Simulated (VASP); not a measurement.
# Au2SeO2 in VASP: notebook

Runs on Au2SeO2. Level: r2SCAN. Tasks: single point.

Program: VASP 6.6.1. These are calculated values, not measurements. Logs are shortened: lines on timing, memory, paths and dates and some standing lists are left out, and cuts for length are marked.

### Step 1. The cell of the first run

The typed cell holds 5 atoms: a = 3.559 Å, b = 3.559 Å, c = 6.329 Å, α = 90.00°, β = 90.00°, γ = 120.00°.

### Step 2. Single point, r2SCAN

POSCAR

```
Au2SeO2
1.0
    3.5593890000      0.0000000000      0.0000000000
   -1.7796940000      3.0825230000      0.0000000000
    0.0000000000      0.0000000000      6.3293670000
O Au Se
2 2 1
Direct
    0.3333000000      0.6667000000      0.6200000000
    0.6667000000      0.3333000000      0.3800000000
    0.3333000000      0.6667000000      0.2900000000
    0.6667000000      0.3333000000      0.7100000000
    0.0000000000      0.0000000000      0.0000000000
```

INCAR.step1

```
ALGO = Normal
EDIFF = 1E-4
ENCUT = 520
GGA = PE
ISMEAR = -1
LASPH = T
LCHARG = F
LREAL = F
LWAVE = T
NBANDS = 28
NELM = 100
PREC = Accurate
SIGMA = 0.1385
```

INCAR.step2

```
ALGO = Normal
EDIFF = 1E-6
ENCUT = 520
ISIF = 2
ISMEAR = -1
ISTART = 1
LASPH = T
LCHARG = F
LMIXTAU = T
LREAL = F
LWAVE = F
METAGGA = R2SCAN
NBANDS = 28
NELM = 100
PREC = Accurate
SIGMA = 0.1385
```

KPOINTS

```
k-points
0
Gamma
  6 6 3
```

Potentials or basis: VASP PAW PBE potentials, release 64 (O, Au, Se).

Run with:

```sh
cat potpaw_PBE.64/O/POTCAR potpaw_PBE.64/Au/POTCAR potpaw_PBE.64/Se/POTCAR > POTCAR
cp INCAR.step1 INCAR
mpirun -np 1 vasp_std > vasp.out
cp INCAR.step2 INCAR
mpirun -np 1 vasp_std > vasp.out
```

OUTCAR:

```text
EDIFF = 1E-6
   ENCUT = 520
   ISIF = 2
   ISMEAR = -1
   ISTART = 1
   LASPH = T
   LREAL = F
   METAGGA = R2SCAN
   NELM = 100
   PREC = Accurate

 ion  position               nearest neighbor table
   1  0.333  0.667  0.620-   3 2.09   4 2.13   4 2.13   4 2.13
   2  0.667  0.333  0.380-   4 2.09   3 2.13   3 2.13   3 2.13
   3  0.333  0.667  0.290-   1 2.09   2 2.13   2 2.13   2 2.13   5 2.76   5 2.76   5 2.76   4 3.36
                             4 3.36   4 3.36
   4  0.667  0.333  0.710-   2 2.09   1 2.13   1 2.13   1 2.13   5 2.76   5 2.76   5 2.76   3 3.36
                             3 3.36   3 3.36
   5  0.000  0.000  0.000-   3 2.76   4 2.76   4 2.76   3 2.76   4 2.76   3 2.76

  LATTYP: Found a hexagonal cell.
 ALAT       =     3.5593890000
 C/A-ratio  =     1.7782172727

  Lattice vectors:

 A1 = (   3.5593890000,   0.0000000000,   0.0000000000)
 A2 = (  -1.7796940000,   3.0825230000,   0.0000000000)
 A3 = (   0.0000000000,   0.0000000000,   6.3293670000)

Analysis of symmetry for initial positions (statically):
=====================================================================
 Subroutine PRICEL returns:
 Original cell was already a primitive cell.

 Routine SETGRP: Setting up the symmetry group for a
 hexagonal supercell.

 Subroutine GETGRP returns: Found  4 space group operations
 (whereof  4 operations were pure point group operations)
 out of a pool of 24 trial point group operations.

The static configuration has the point symmetry C_2h.

Analysis of symmetry for dynamics (positions and initial velocities):
=====================================================================
 Subroutine PRICEL returns:
 Original cell was already a primitive cell.

 Routine SETGRP: Setting up the symmetry group for a
 hexagonal supercell.

 Subroutine GETGRP returns: Found  4 space group operations
 (whereof  4 operations were pure point group operations)
 out of a pool of 24 trial point group operations.

The dynamic configuration has the point symmetry C_2h.

 Subroutine INISYM returns: Found  4 space group operations
 (whereof  4 operations are pure point group operations),
 and found     1 'primitive' translations

----------------------------------------------------------------------------------------

                                     Primitive cell

  volume of cell :      69.4452

  direct lattice vectors                    reciprocal lattice vectors
     3.559389000  0.000000000  0.000000000     0.280947095  0.162204746  0.000000000
    -1.779694000  3.082523000  0.000000000     0.000000000  0.324409583  0.000000000
     0.000000000  0.000000000  6.329367000     0.000000000  0.000000000  0.157993682

  length of vectors
     3.559389000  3.559390226  6.329367000     0.324409694  0.324409583  0.157993682

  position of ions in fractional coordinates (direct lattice)
     0.333300000  0.666700000  0.620000000
     0.666700000  0.333300000  0.380000000
     0.333300000  0.666700000  0.290000000
     0.666700000  0.333300000  0.710000000
     0.000000000  0.000000000  0.000000000

  ion indices of the primitive-cell ions
   primitive index   ion index
                 1           1
                 2           2
                 3           3
                 4           4
                 5           5

----------------------------------------------------------------------------------------

 KPOINTS: k-points

Automatic generation of k-mesh.
 Grid dimensions read from file:
 generate k-points for:    6    6    3

 Generating k-lattice:

  Cartesian coordinates                     Fractional coordinates (reciprocal lattice)
     0.046824516  0.027034124  0.000000000     0.166666667  0.000000000  0.000000000
     0.000000000  0.054068264  0.000000000     0.000000000  0.166666667  0.000000000
     0.000000000  0.000000000  0.052664561     0.000000000  0.000000000  0.333333333

  Length of vectors
     0.054068282  0.054068264  0.052664561

  Shift w.r.t. Gamma in fractional coordinates (k-lattice)
     0.000000000  0.000000000  0.000000000

 Subroutine IBZKPT returns following result:
 ===========================================

 Found     34 irreducible k-points:

 Following reciprocal coordinates:
            Coordinates               Weight
  0.000000  0.000000  0.000000      1.000000
  0.166667  0.000000  0.000000      4.000000
 -0.166667  0.166667  0.000000      2.000000
  0.333333 -0.000000  0.000000      4.000000
 -0.333333  0.333333  0.000000      2.000000
  0.500000 -0.000000  0.000000      2.000000
[... 16 lines left out ...]
  0.500000 -0.000000  0.333333      4.000000
  0.500000  0.500000  0.333333      2.000000
 [... further k-points ...]
   k-points           NKPTS =     34   k-points in BZ     NKDIM =     34   number of bands    NBANDS=     28
   number of dos      NEDOS =    301   number of ions     NIONS =      5
   total plane-waves  NPLWV =  37632
   dimension x,y,z NGX =    28 NGY =   28 NGZ =   48
   dimension x,y,z NGXF=    56 NGYF=   56 NGZF=   96
   ions per type =               2   2   1
   NGX,Y,Z   is equivalent  to a cutoff of  13.08, 13.08, 12.61 a.u.
   NGXF,Y,Z  is equivalent  to a cutoff of  26.16, 26.16, 25.22 a.u.
 SYSTEM =  unknown system
   PREC   = accura    normal or accurate (medium, high low for compatibility)
   ISTART =      1    job   : 0-new  1-cont  2-samecut
   ICHARG =      0    charge: 1-file 2-atom 10-const
   ISPIN  =      1    spin polarized calculation?
   LNONCOLLINEAR =      F non collinear calculations
   LSORBIT =      F    spin-orbit coupling
   LASPH  =      T    aspherical Exc in radial PAW
   ENCUT  =  520.0 eV  38.22 Ry    6.18 a.u.   6.62  6.62 11.77*2*pi/ulx,y,z
   NELM   =    100;   NELMIN=  2; NELMDL=  0     # of ELM steps
   EDIFF  = 0.1E-05   stopping-criterion for ELM
   LREAL  =      F    real-space projection
   EDIFFG = 0.1E-04   stopping-criterion for IOM
   NSW    =      0    number of steps for IOM
   IBRION =     -1    ionic relax: 0-MD 1-quasi-New 2-CG
   NFREE  =      0    steps in history (QN), initial steepest desc. (CG)
   ISIF   =      2    stress and relaxation
   ISYM   =      2    0-nonsym 1-usesym 2-fastsym
   POTIM  = 0.5000    time-step for ionic-motion
   TEBEG  =    0.0;   TEEND  =   0.0 temperature during run
   PSTRESS=    0.0 pullay stress
   NELECT =      40.0000    total number of electrons
   NUPDOWN=      -1.0000    fix difference up-down
   EMIN   =  10.00;   EMAX   =-10.00  energy-range for DOS
   EFERMI =   0.00;   METHOD = LEGACY
   ISMEAR =    -1;   SIGMA  =   0.14  broadening in eV -4-tet -1-fermi 0-gaus
   EFERMI_NEDOS =   21; number of points for ismear=-14 and -15
   IALGO  =     38    algorithm
   IMIX   =      4    mixing-type and parameters
     AMIX     =   0.40;   BMIX     =  1.00
     AMIX_MAG =   1.60;   BMIX_MAG =  1.00
  volume/ion in A,a.u.               =      13.89        93.73
  Fermi-wavevector in a.u.,A,eV,Ry     =   1.362116  2.574026 25.243711  1.855360
  Thomas-Fermi vector in A             =   2.488634
   LORBIT       =      0    0 simple, 1 ext, 2 COOP (PROOUT), +10 PAW based schemes
   METAGGA = R2SCAN    functional components
   LHFCALC =     F    Hartree Fock is set to
   AEXX    =    0.0000 exact exchange contribution
   IVDW    =     0    specifies the selected vdW correction
   LEPSILON=     F    determine dielectric tensor
   LRPA    =     F    only Hartree local field effects (RPA)
 non-spin polarized calculation
  energy-cutoff  :      520.00
  volume of cell :       69.45
 maximum number of plane-waves:      1907
 NGX is ok and might be reduce to    28
   NGX = 13   NGY = 13   NGZ = 23

 number of electron      40.0000003 magnetization

 Free energy of the ion-electron system (eV)
  ---------------------------------------------------
  ext. energy  EPLUGINS =         0.00000000
  ---------------------------------------------------
  free energy    TOTEN  =      -125.06393848 eV

  energy without entropy =     -124.87886179  energy(sigma->0) =     -124.97140013

 E-fermi :   6.8861     XC(G=0): -12.5107

 val. band max:        6.7767814258   @ k =   0.3333   0.1667   0.0000
 cond. band min:       6.9376565386   @ k =   0.0000   0.3333   0.3333
 fundamental gap:      0.1608751129
 Fermi energy:         6.8861239910

 k-point     1 :       0.0000    0.0000    0.0000
  band No.  band energies     occupation
      1     -14.0773      2.00000
      2     -12.7986      2.00000
      3      -7.9338      2.00000
      4      -0.7854      2.00000
      5      -0.7455      2.00000
      6      -0.7437      2.00000
[... 20 lines left out ...]
     27      16.8760      0.00000
     28      18.8029      0.00000

 k-point     2 :       0.1667    0.0000    0.0000
  band No.  band energies     occupation
      1     -13.9439      2.00000
      2     -12.8083      2.00000
      3      -7.7607      2.00000
      4      -1.2215      2.00000
      5      -0.6567      2.00000
      6      -0.6433      2.00000
[... 20 lines left out ...]
     27      16.8657      0.00000
     28      17.7596      0.00000

 k-point     3 :      -0.1667    0.1667    0.0000
  band No.  band energies     occupation
      1     -13.9440      2.00000
      2     -12.8083      2.00000
      3      -7.7607      2.00000
      4      -1.2206      2.00000
      5      -0.6566      2.00000
      6      -0.6448      2.00000
[... 20 lines left out ...]
     27      16.8646      0.00000
     28      17.7608      0.00000

 k-point     4 :       0.3333   -0.0000    0.0000
  band No.  band energies     occupation
      1     -13.6322      2.00000
      2     -12.8835      2.00000
      3      -7.3324      2.00000
      4      -1.3055      2.00000
      5      -0.4638      2.00000
      6      -0.3783      2.00000
[... 20 lines left out ...]
     27      17.6721      0.00000
     28      17.9159      0.00000

 k-point     5 :      -0.3333    0.3333    0.0000
  band No.  band energies     occupation
      1     -13.6326      2.00000
      2     -12.8834      2.00000
      3      -7.3324      2.00000
      4      -1.3052      2.00000
      5      -0.4657      2.00000
      6      -0.3782      2.00000
[... 20 lines left out ...]
     27      17.6729      0.00000
     28      17.9151      0.00000

 k-point     6 :       0.5000   -0.0000    0.0000
  band No.  band energies     occupation
      1     -13.4140      2.00000
      2     -12.9890      2.00000
      3      -7.0568      2.00000
      4      -1.1366      2.00000
      5      -0.4002      2.00000
      6      -0.2060      2.00000
[... 463 lines left out ...]
      5      -0.4919      2.00000
      6      -0.3526      2.00000
[... 20 lines left out ...]
     27      16.8153      0.00000
     28      18.0602      0.00000

 k-point    22 :       0.3333   -0.3333    0.3333
  band No.  band energies     occupation
      1     -13.6238      2.00000
      2     -12.8860      2.00000
      3      -7.3695      2.00000
      4      -1.2222      2.00000
      5      -0.5086      2.00000
      6      -0.4363      2.00000
[... 20 lines left out ...]
     27      16.8593      0.00000
     28      18.3876      0.00000

 k-point    23 :       0.5000   -0.0000    0.3333
  band No.  band energies     occupation
      1     -13.4098      2.00000
      2     -12.9883      2.00000
      3      -7.0655      2.00000
      4      -1.5597      2.00000
      5      -0.3452      2.00000
      6      -0.2079      2.00000
[... 20 lines left out ...]
     27      16.4489      0.00000
     28      18.1585      0.00000

 k-point    24 :       0.5000    0.5000    0.3333
  band No.  band energies     occupation
      1     -13.4106      2.00000
      2     -12.9878      2.00000
      3      -7.0655      2.00000
      4      -1.5597      2.00000
      5      -0.3472      2.00000
      6      -0.2091      2.00000
[... 20 lines left out ...]
     27      16.4484      0.00000
     28      18.1588      0.00000

 [... further k-points ...]

------------------------ aborting loop because EDIFF is reached ----------------------------------------

  FORCE on cell =-STRESS in cart. coord.  units (eV):
  Direction    XX          YY          ZZ          XY          YZ          ZX
  --------------------------------------------------------------------------------------
  -------------------------------------------------------------------------------------
  Total        8.0015386      8.0095889      7.1898694      0.0069654      0.0000766     -0.0001327
  in kB      184.6043929    184.7901213    165.8782817      0.1606987      0.0017683     -0.0030618
  external PRESSURE =     178.4242653 kB  Pullay stress =       0.0000000 kB

 VOLUME and BASIS-vectors are now :
 -----------------------------------------------------------------------------
  energy-cutoff  :      520.00
  volume of cell :       69.45
      direct lattice vectors                 reciprocal lattice vectors
     3.559389000  0.000000000  0.000000000     0.280947095  0.162204746  0.000000000
    -1.779694000  3.082523000  0.000000000     0.000000000  0.324409583  0.000000000
     0.000000000  0.000000000  6.329367000     0.000000000  0.000000000  0.157993682

 POSITION                                       TOTAL-FORCE (eV/Angst)
 -----------------------------------------------------------------------------------
     -0.00018      2.05512      3.92421         0.001666     -0.000962      0.977779
      1.77987      1.02740      2.40516        -0.001666      0.000962     -0.977779
     -0.00018      2.05512      1.83552         0.001192     -0.000688     -3.705390
      1.77987      1.02740      4.49385        -0.001192      0.000688      3.705390
      0.00000      0.00000      0.00000         0.000000     -0.000000      0.000000
 -----------------------------------------------------------------------------------
    total drift:                                0.000000      0.000000      0.000000

  FREE ENERGIE OF THE ION-ELECTRON SYSTEM (eV)
  ---------------------------------------------------
  free  energy   TOTEN  =      -125.0639384762 eV

  energy  without entropy=     -124.8788617938  energy(sigma->0) =     -124.97140013
```

Run time: 2.3 min. Hardware: 1 thread of Intel Xeon 6975P-C (Granite Rapids), shared host; peak memory 0.23 GiB.

Results:

```yaml
Free_energy: -125.0639 eV
Pressure: 17.8 GPa
Largest_force: 3.705 eV/Å
Band_gap_on_the_k_mesh: zero (bands 20 and 21 overlap by 0.47 eV)
```

Forces in eV/Å, atoms in the order of the input:
```
O    0.002 -0.001  0.978
O   -0.002  0.001 -0.978
Au   0.001 -0.001 -3.705
Au  -0.001  0.001  3.705
Se   0.000  0.000  0.000
```

Levels at points of the mesh, in eV from the Fermi level:
```csv
k point,band 18,band 19,band 20,band 21,band 22,band 23
"(0.00, 0.00, 0.00)",-0.84,-0.18,-0.18,1.17,1.17,1.83
"(0.50, 0.00, 0.00)",-1.59,-1.47,-0.16,0.71,0.99,2.80
"(0.50, 0.50, 0.00)",-1.59,-1.47,-0.16,0.72,0.99,2.80
```

Caveat: the cell stands under pressure; the PAW data sets were made with another functional, which shifts forces and pressure a little; spin-orbit coupling is left out, which moves the levels of the heavy elements.

### Step 3. Single point, r2SCAN

POSCAR is that of step 2.

INCAR.step1

```
SYSTEM = Au2SeO2
ALGO     = Normal         ! electronic algorithm
EDIFF    = 1E-4           ! SCF threshold, eV
ENCUT    = 520            ! plane-wave cutoff, eV
GGA      = PE             ! functional
ISMEAR   = -1             ! smearing method
LASPH    = .True.         ! aspherical terms in the spheres
LCHARG   = .False.        ! write CHGCAR
LREAL    = .False.        ! projectors in reciprocal space
LWAVE    = .True.         ! write WAVECAR
NBANDS   = 28             ! bands
NELM     = 60             ! most SCF steps
PREC     = Accurate       ! precision mode
SIGMA    = 0.1385         ! smearing width, eV
```

INCAR.step2

```
SYSTEM = Au2SeO2
ALGO     = Normal         ! electronic algorithm
EDIFF    = 1E-6           ! SCF threshold, eV
ENCUT    = 520            ! plane-wave cutoff, eV
ISIF     = 2              ! what is computed and relaxed
ISMEAR   = -1             ! smearing method
ISTART   = 1            
LASPH    = .True.         ! aspherical terms in the spheres
LCHARG   = .True.         ! write CHGCAR
LELF     = .True.         ! ELF
LMIXTAU  = .True.       
LREAL    = .False.        ! projectors in reciprocal space
LVHAR    = .True.       
LWAVE    = .False.        ! write WAVECAR
METAGGA  = R2SCAN         ! meta-GGA
NBANDS   = 28             ! bands
NELM     = 60             ! most SCF steps
PREC     = Accurate       ! precision mode
SIGMA    = 0.1385         ! smearing width, eV
```

KPOINTS

```
k-points
0
Gamma
  6 6 3
  0 0 0
```

Potentials or basis: VASP PAW PBE potentials, release 64 (O, Au, Se).

Run with:

```sh
cat potpaw_PBE.64/O/POTCAR potpaw_PBE.64/Au/POTCAR potpaw_PBE.64/Se/POTCAR > POTCAR
cp INCAR.step1 INCAR
mpirun -np 1 vasp_std > vasp.out
cp INCAR.step2 INCAR
mpirun -np 1 vasp_std > vasp.out
```

Wall time 2.1 min (1 thread of Intel Xeon 6975P-C (Granite Rapids), shared host); peak memory 0.22 GiB.

It converged, with:

```yaml
Free_energy: -125.0639 eV
Pressure: 17.8 GPa
Largest_force: 3.705 eV/Å
Band_gap_on_the_k_mesh: zero (bands 20 and 21 overlap by 0.47 eV)
```

Forces on the atoms (eV/Å):
```
O    0.002 -0.001  0.978
O   -0.002  0.001 -0.978
Au   0.001 -0.001 -3.705
Au  -0.001  0.001  3.705
Se   0.000  0.000  0.000
```

Stress tensor (GPa, compression positive):
```
18.46  0.02  0.00
 0.02 18.48  0.00
 0.00  0.00 16.59
```

Levels at points of the mesh, in eV from the Fermi level:
```csv
k point,band 17,band 18,band 19,band 20,band 21,band 22,band 23,band 24
"(0.00, 0.00, 0.00)",-0.84,-0.84,-0.18,-0.18,1.17,1.17,1.83,6.82
"(0.50, 0.00, 0.00)",-2.98,-1.59,-1.47,-0.16,0.71,0.99,2.80,6.92
"(0.50, 0.50, 0.00)",-2.98,-1.59,-1.47,-0.16,0.72,0.99,2.80,6.92
```

Caveat: the cell stands under pressure; the PAW data sets were made with another functional, which shifts forces and pressure a little; spin-orbit coupling is left out, which moves the levels of the heavy elements.

### Step 4. Single point, r2SCAN

POSCAR is that of step 3.

INCAR.step1

```
ALGO = Normal ; EDIFF = 1E-4
ENCUT = 520 ; GGA = PE
ISMEAR = 1 ; LASPH = True
LCHARG = False ; LREAL = False
LWAVE = True ; NBANDS = 28
NELM = 60 ; PREC = Accurate
SIGMA = 0.025
```

INCAR.step2

```
ALGO = Normal ; EDIFF = 1E-7
ENCUT = 520 ; ISIF = 2
ISMEAR = 1 ; ISTART = 1
LASPH = True ; LCHARG = True
LELF = True ; LMIXTAU = True
LREAL = False ; LVHAR = True
LWAVE = False ; METAGGA = R2SCAN
NBANDS = 28 ; NELM = 60
PREC = Accurate ; SIGMA = 0.025
```

KPOINTS

```
k-points
0
Gamma
  6 6 3
```

Run with:

```sh
cat potpaw_PBE.64/O/POTCAR potpaw_PBE.64/Au/POTCAR potpaw_PBE.64/Se/POTCAR > POTCAR
cp INCAR.step1 INCAR
mpirun -np 1 vasp_std > vasp.out
cp INCAR.step2 INCAR
mpirun -np 1 vasp_std > vasp.out
```

Wall time 2.2 min (1 thread of Intel Xeon 6975P-C (Granite Rapids), shared host); peak memory 0.23 GiB.

Results (log left out):

| Quantity | Value |
| --- | --- |
| Free energy | -124.9823 eV |
| Pressure | 17.4 GPa |
| Largest force | 3.709 eV/Å |
| Band gap on the k mesh | zero (bands 20 and 21 overlap by 0.47 eV) |

Forces on the atoms (eV/Å):
```
O    0.002 -0.001  0.863
O   -0.002  0.001 -0.863
Au   0.001 -0.001 -3.709
Au  -0.001  0.001  3.709
Se   0.000  0.000  0.000
```

Stress tensor (GPa, compression positive):
```
18.45  0.02  0.00
 0.02 18.47  0.00
 0.00  0.00 15.38
```

Levels at points of the mesh, in eV from the Fermi level:
```
           k point  band 16  band 17  band 18  band 19  band 20  band 21  band 22  band 23  band 24  band 25
(0.00, 0.00, 0.00)    -1.21    -0.89    -0.89    -0.22    -0.22     1.12     1.12     1.78     6.77     7.26
(0.50, 0.00, 0.00)    -3.23    -3.02    -1.63    -1.51    -0.21     0.67     0.94     2.74     6.87     7.24
(0.50, 0.50, 0.00)    -3.22    -3.02    -1.63    -1.52    -0.21     0.67     0.94     2.74     6.87     7.24
```

Caveat: the cell stands under pressure; the PAW data sets were made with another functional, which shifts forces and pressure a little; spin-orbit coupling is left out, which moves the levels of the heavy elements.
